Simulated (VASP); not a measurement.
# MgO (R3m) in VASP: relaxation of cell and atoms with r2SCAN

Aim: the relaxation of cell and atoms of MgO with r2SCAN.

All numbers are computed with VASP 6.6.1; they aren't measurements. Logs are shortened: lines on timing, memory, paths and dates and some standing lists are left out, and cuts for length are marked.

## (1) The cell of the first run

Symmetry: R3m, No. 160, trigonal system. Conventional cell: a = 3.289 Å, b = 3.289 Å, c = 7.550 Å, α = 90.00°, β = 90.00°, γ = 120.00°. Within 2.5 Å of Mg (site symmetry 3m) lie 4 O at 1.89 to 2.00 Å. O (site symmetry 3m) has 4 Mg at 1.89 to 2.00 Å within 2.5 Å.

## (2) Relaxation of cell and atoms, r2SCAN

Input file POSCAR:

```
MgO
1.0
    3.2886533791      0.0000000000      0.0000000000
   -1.6443266895      2.8480573705      0.0000000000
    0.0000000000      0.0000000000      7.5500803564
Mg O
3 3
Direct
    0.0000000000      0.0000000000      0.0000000000
    0.3333333333      0.6666666667      0.3333333333
    0.6666666667      0.3333333333      0.6666666667
    0.0000000000      0.0000000000      0.2500000000
    0.3333333333      0.6666666667      0.5833333333
    0.6666666667      0.3333333333      0.9166666667
```

Input file INCAR.step1:

```
PREC = Accurate
ENCUT = 600
ISMEAR = 0
SIGMA = 0.02
LREAL = False
LASPH = True
NELM = 60
GGA = PE
ALGO = Normal
EDIFF = 1E-4
LWAVE = True
LCHARG = False
```

Input file INCAR.step2:

```
PREC = Accurate
ENCUT = 600
EDIFF = 1E-6
ISMEAR = 0
SIGMA = 0.02
LREAL = False
LASPH = True
NELM = 60
ALGO = Normal
ISIF = 3
LWAVE = False
LCHARG = False
METAGGA = R2SCAN
LMIXTAU = True
IBRION = 2
NSW = 65
EDIFFG = -0.01
ISTART = 1
```

Input file KPOINTS:

```
regular mesh
0
Gamma
  9 9 3
```

Potentials or basis: VASP PAW PBE potentials, release 64 (Mg, O).

On the command line:

```
cat potpaw_PBE.64/Mg/POTCAR potpaw_PBE.64/O/POTCAR > POTCAR
cp INCAR.step1 INCAR
mpirun -np 1 vasp_std > vasp.out
cp INCAR.step2 INCAR
mpirun -np 1 vasp_std > vasp.out
```

OUTCAR:

```text
PREC = Accurate
   ENCUT = 600
   EDIFF = 1E-6
   ISMEAR = 0
   LREAL = False
   LASPH = True
   NELM = 60
   ISIF = 3
   METAGGA = R2SCAN
   IBRION = 2
   NSW = 65
   EDIFFG = -0.01
   ISTART = 1

 ion  position               nearest neighbor table
   1  0.000  0.000  0.000-   4 1.89   6 2.00   6 2.00   6 2.00   3 3.15   2 3.15   3 3.15   2 3.15
                             3 3.15   2 3.15
   2  0.333  0.667  0.333-   5 1.89   4 2.00   4 2.00   4 2.00   1 3.15   1 3.15   1 3.15   3 3.15
                             3 3.15   3 3.15
   3  0.667  0.333  0.667-   6 1.89   5 2.00   5 2.00   5 2.00   1 3.15   1 3.15   1 3.15   2 3.15
                             2 3.15   2 3.15
   4  0.000  0.000  0.250-   1 1.89   2 2.00   2 2.00   2 2.00
   5  0.333  0.667  0.583-   2 1.89   3 2.00   3 2.00   3 2.00
   6  0.667  0.333  0.917-   3 1.89   1 2.00   1 2.00   1 2.00

  LATTYP: Found a hexagonal cell.
 ALAT       =     3.2886533791
 C/A-ratio  =     2.2957969375

  Lattice vectors:

 A1 = (   3.2886533791,   0.0000000000,   0.0000000000)
 A2 = (  -1.6443266895,   2.8480573705,   0.0000000000)
 A3 = (   0.0000000000,   0.0000000000,   7.5500803564)

Analysis of symmetry for initial positions (statically):
=====================================================================
 Subroutine PRICEL returns following result:

  LATTYP: Found a trigonal (rhomboedric) cell.
 ALAT       =     3.1525904084
 COS(alpha) =     0.4559095440

  Lattice vectors:

 A1 = (   1.6443266892,   0.9493524570,  -2.5166934526)
 A2 = (   0.0000000001,  -1.8987049138,  -2.5166934519)
 A3 = (  -1.6443266894,   0.9493524567,  -2.5166934519)

   3 primitive cells build up your supercell.

 Routine SETGRP: Setting up the symmetry group for a
 hexagonal supercell.

 Subroutine GETGRP returns: Found  6 space group operations
 (whereof  6 operations were pure point group operations)
 out of a pool of 24 trial point group operations.

The static configuration has the point symmetry C_3v.

Analysis of symmetry for dynamics (positions and initial velocities):
=====================================================================
 Subroutine PRICEL returns following result:

  LATTYP: Found a trigonal (rhomboedric) cell.
 ALAT       =     3.1525904084
 COS(alpha) =     0.4559095440

  Lattice vectors:

 A1 = (   1.6443266892,   0.9493524570,  -2.5166934526)
 A2 = (   0.0000000001,  -1.8987049138,  -2.5166934519)
 A3 = (  -1.6443266894,   0.9493524567,  -2.5166934519)

   3 primitive cells build up your supercell.

 Routine SETGRP: Setting up the symmetry group for a
 hexagonal supercell.

 Subroutine GETGRP returns: Found  6 space group operations
 (whereof  6 operations were pure point group operations)
 out of a pool of 24 trial point group operations.

The dynamic configuration has the point symmetry C_3v.

 Subroutine INISYM returns: Found  6 space group operations
 (whereof  6 operations are pure point group operations),
 and found     3 'primitive' translations

----------------------------------------------------------------------------------------

                                     Primitive cell

  volume of cell :      23.5720

  direct lattice vectors                    reciprocal lattice vectors
     1.644326689  0.949352457 -2.516693453     0.304075828  0.175558261 -0.132448921
     0.000000000 -1.898704914 -2.516693452     0.000000000 -0.351116523 -0.132448921
    -1.644326689  0.949352457 -2.516693452    -0.304075828  0.175558261 -0.132448921

  length of vectors
     3.152590408  3.152590408  3.152590408     0.375267277  0.375267277  0.375267277

  position of ions in fractional coordinates (direct lattice)
     0.000000000  0.000000000  0.000000000
     0.750000000  0.750000000  0.750000000

  ion indices of the primitive-cell ions
   primitive index   ion index
                 1           1
                 2           4

----------------------------------------------------------------------------------------

 KPOINTS: regular mesh

Automatic generation of k-mesh.
 Grid dimensions read from file:
 generate k-points for:    9    9    3

 Generating k-lattice:

  Cartesian coordinates                     Fractional coordinates (reciprocal lattice)
     0.033786203  0.019506473  0.000000000     0.111111111 -0.000000000  0.000000000
     0.000000000  0.039012947  0.000000000     0.000000000  0.111111111  0.000000000
     0.000000000  0.000000000  0.044149640     0.000000000  0.000000000  0.333333333

  Length of vectors
     0.039012947  0.039012947  0.044149640

  Shift w.r.t. Gamma in fractional coordinates (k-lattice)
     0.000000000  0.000000000  0.000000000

 Subroutine IBZKPT returns following result:
 ===========================================

 Found     31 irreducible k-points:

 Following reciprocal coordinates:
            Coordinates               Weight
  0.000000  0.000000  0.000000      1.000000
  0.111111  0.000000  0.000000      6.000000
  0.222222  0.000000  0.000000      6.000000
  0.333333  0.000000  0.000000      6.000000
  0.444444  0.000000  0.000000      6.000000
  0.111111  0.111111  0.000000      6.000000
[... 16 lines left out ...]
  0.222222  0.111111  0.333333     12.000000
 -0.111111  0.333333  0.333333     12.000000
 [... further k-points ...]
   k-points           NKPTS =     31   k-points in BZ     NKDIM =     31   number of bands    NBANDS=     16
   number of dos      NEDOS =    301   number of ions     NIONS =      6
   total plane-waves  NPLWV =  47040
   dimension x,y,z NGX =    28 NGY =   28 NGZ =   60
   dimension x,y,z NGXF=    56 NGYF=   56 NGZF=  120
   ions per type =               3   3
   NGX,Y,Z   is equivalent  to a cutoff of  14.15, 14.15, 13.21 a.u.
   NGXF,Y,Z  is equivalent  to a cutoff of  28.31, 28.31, 26.42 a.u.
 SYSTEM =  unknown system
   PREC   = accura    normal or accurate (medium, high low for compatibility)
   ISTART =      1    job   : 0-new  1-cont  2-samecut
   ICHARG =      0    charge: 1-file 2-atom 10-const
   ISPIN  =      1    spin polarized calculation?
   LNONCOLLINEAR =      F non collinear calculations
   LSORBIT =      F    spin-orbit coupling
   LASPH  =      T    aspherical Exc in radial PAW
   ENCUT  =  600.0 eV  44.10 Ry    6.64 a.u.   6.57  6.57 15.08*2*pi/ulx,y,z
   NELM   =     60;   NELMIN=  2; NELMDL=  0     # of ELM steps
   EDIFF  = 0.1E-05   stopping-criterion for ELM
   LREAL  =      F    real-space projection
   EDIFFG = -.1E-01   stopping-criterion for IOM
   NSW    =     65    number of steps for IOM
   IBRION =      2    ionic relax: 0-MD 1-quasi-New 2-CG
   NFREE  =      1    steps in history (QN), initial steepest desc. (CG)
   ISIF   =      3    stress and relaxation
   ISYM   =      2    0-nonsym 1-usesym 2-fastsym
   POTIM  = 0.5000    time-step for ionic-motion
   TEBEG  =    0.0;   TEEND  =   0.0 temperature during run
   PSTRESS=    0.0 pullay stress
   NELECT =      24.0000    total number of electrons
   NUPDOWN=      -1.0000    fix difference up-down
   EMIN   =  10.00;   EMAX   =-10.00  energy-range for DOS
   EFERMI =   0.00;   METHOD = LEGACY
   ISMEAR =     0;   SIGMA  =   0.02  broadening in eV -4-tet -1-fermi 0-gaus
   EFERMI_NEDOS =   21; number of points for ismear=-14 and -15
   IALGO  =     38    algorithm
   IMIX   =      4    mixing-type and parameters
     AMIX     =   0.40;   BMIX     =  1.00
     AMIX_MAG =   1.60;   BMIX_MAG =  1.00
  volume/ion in A,a.u.               =      11.79        79.54
  Fermi-wavevector in a.u.,A,eV,Ry     =   1.141929  2.157933 17.742023  1.304002
  Thomas-Fermi vector in A             =   2.278628
   LORBIT       =      0    0 simple, 1 ext, 2 COOP (PROOUT), +10 PAW based schemes
   METAGGA = R2SCAN    functional components
   LHFCALC =     F    Hartree Fock is set to
   AEXX    =    0.0000 exact exchange contribution
   IVDW    =     0    specifies the selected vdW correction
   LEPSILON=     F    determine dielectric tensor
   LRPA    =     F    only Hartree local field effects (RPA)
 conjugate gradient relaxation of ions
 non-spin polarized calculation
 Gauss-broadening in eV      SIGMA  =   0.02
  energy-cutoff  :      600.00
  volume of cell :       70.72
 maximum number of plane-waves:      2400
 NGX is ok and might be reduce to    28
   NGX = 13   NGY = 13   NGZ = 31

--------------------------------------- Ionic step        1  -------------------------------------------

 number of electron      24.0000002 magnetization

 Free energy of the ion-electron system (eV)
  ---------------------------------------------------
  ext. energy  EPLUGINS =         0.00000000
  ---------------------------------------------------
  free energy    TOTEN  =       -47.39875530 eV

  energy without entropy =      -47.39875530  energy(sigma->0) =      -47.39875530

------------------------ aborting loop because EDIFF is reached ----------------------------------------

  FORCE on cell =-STRESS in cart. coord.  units (eV):
  Direction    XX          YY          ZZ          XY          YZ          ZX
  --------------------------------------------------------------------------------------
  -------------------------------------------------------------------------------------
  Total       -2.2341429     -2.2341429      5.9840365     -0.0000000      0.0000000     -0.0000000
  in kB      -50.6177831    -50.6177831    135.5771207     -0.0000000      0.0000000     -0.0000000
  external PRESSURE =      11.4471848 kB  Pullay stress =       0.0000000 kB
[... 265 lines left out ...]
  energy  without entropy=      -47.5729901570  energy(sigma->0) =      -47.57299016

--------------------------------------- Ionic step        8  -------------------------------------------

 number of electron      23.9999999 magnetization

 Free energy of the ion-electron system (eV)
  ---------------------------------------------------
  ext. energy  EPLUGINS =         0.00000000
  ---------------------------------------------------
  free energy    TOTEN  =       -47.57302892 eV

  energy without entropy =      -47.57302892  energy(sigma->0) =      -47.57302892

 E-fermi :   0.5305     XC(G=0): -10.1887

 val. band max:        0.3845390710   @ k =   0.0000   0.0000   0.0000
 cond. band min:       4.7369111375   @ k =   0.0000   0.0000   0.0000
 fundamental gap:      4.3523720666
 Fermi energy:         0.5305289222

 k-point     1 :       0.0000    0.0000    0.0000
  band No.  band energies     occupation
      1     -16.4633      2.00000
      2     -15.9844      2.00000
      3     -15.9844      2.00000
      4      -2.0711      2.00000
      5      -2.0711      2.00000
      6       0.2426      2.00000
[... 8 lines left out ...]
     15       8.2183      0.00000
     16      13.1298      0.00000
[... 420 lines left out ...]
  band No.  band energies     occupation
      1     -16.0450      2.00000
      2     -15.9059      2.00000
      3     -15.6768      2.00000
      4      -1.8063      2.00000
      5      -1.7046      2.00000
      6      -1.6970      2.00000
[... 8 lines left out ...]
     15       9.3408      0.00000
     16      12.1920      0.00000

 [... further k-points ...]

------------------------ aborting loop because EDIFF is reached ----------------------------------------

  FORCE on cell =-STRESS in cart. coord.  units (eV):
  Direction    XX          YY          ZZ          XY          YZ          ZX
  --------------------------------------------------------------------------------------
  -------------------------------------------------------------------------------------
  Total       -0.0139200     -0.0139200     -0.0369287     -0.0000000      0.0000000      0.0000000
  in kB       -0.3143665     -0.3143665     -0.8339911     -0.0000000      0.0000000      0.0000000
  external PRESSURE =      -0.4875747 kB  Pullay stress =       0.0000000 kB
[... 21 lines left out ...]
  FREE ENERGIE OF THE ION-ELECTRON SYSTEM (eV)
  ---------------------------------------------------
  free  energy   TOTEN  =       -47.5730289151 eV

  energy  without entropy=      -47.5730289151  energy(sigma->0) =      -47.57302892

 reached required accuracy - stopping structural energy minimisation
```

It took 7.6 min on 1 thread of Intel Xeon 6975P-C (Granite Rapids), shared host; peak memory 0.25 GiB.

Results:

```
Free energy                           : -47.5730 eV
Relaxed volume                        : 11.82 Å³/atom
Relaxed cell                          : a = 3.222 Å, b = 3.222 Å, c = 7.892 Å, α = 90.00°, β = 90.00°, γ = 120.00°
Space group after relaxing (to 0.1 Å) : F-43m (No. 216)
Energy gained by relaxing             : 29.0 meV/atom
Ionic steps                           : 8
Pressure after relaxing               : 0.0 GPa
Largest force after relaxing          : 0.006 eV/Å
Band gap on the k mesh                : 4.35 eV
```

Forces in eV/Å, atoms in the order of the input:
```
Mg   0.000  0.000  0.006
Mg   0.000  0.000  0.006
Mg   0.000  0.000  0.006
O    0.000  0.000 -0.006
O    0.000  0.000 -0.006
O    0.000  0.000 -0.006
```

The path:
| step | energy change (eV) | largest force (eV/Å) | pressure (GPa) | volume (Å³) |
| --- | --- | --- | --- | --- |
| 1 | 0.0000 | 0.7703 | 1.14 | 70.72 |
| 2 | -0.0983 | 0.5926 | -0.57 | 71.48 |
| 3 | -0.1504 | 0.1961 | -0.60 | 71.20 |
| 4 | -0.1638 | 0.1552 | 0.16 | 70.80 |
| 5 | -0.1703 | 0.1012 | 1.11 | 70.31 |
| 6 | -0.1738 | 0.0443 | -0.30 | 71.07 |
| 7 | -0.1742 | 0.0084 | 0.04 | 70.89 |
| 8 | -0.1743 | 0.0063 | -0.05 | 70.94 |

Final structure:
```
Mg O
1.0
     3.22170    0.00000    0.00000
    -1.61085    2.79007    0.00000
     0.00000    0.00000    7.89247
Mg O
3 3
Direct
  0.00000 0.00000 0.99995
  0.33333 0.66667 0.33328
  0.66667 0.33333 0.66662
  0.00000 0.00000 0.25005
  0.33333 0.66667 0.58338
  0.66667 0.33333 0.91672
```

Levels at points of the mesh, in eV from the valence-band top:
| k point | band 9 | band 10 | band 11 | band 12 | band 13 | band 14 | band 15 | band 16 |
| --- | --- | --- | --- | --- | --- | --- | --- | --- |
| (0.00, 0.00, 0.00) | -0.14 | 0.00 | 0.00 | 0.00 | 4.35 | 7.83 | 7.83 | 12.75 |

Caveat: the PAW data sets were made with another functional, which shifts forces and pressure a little.
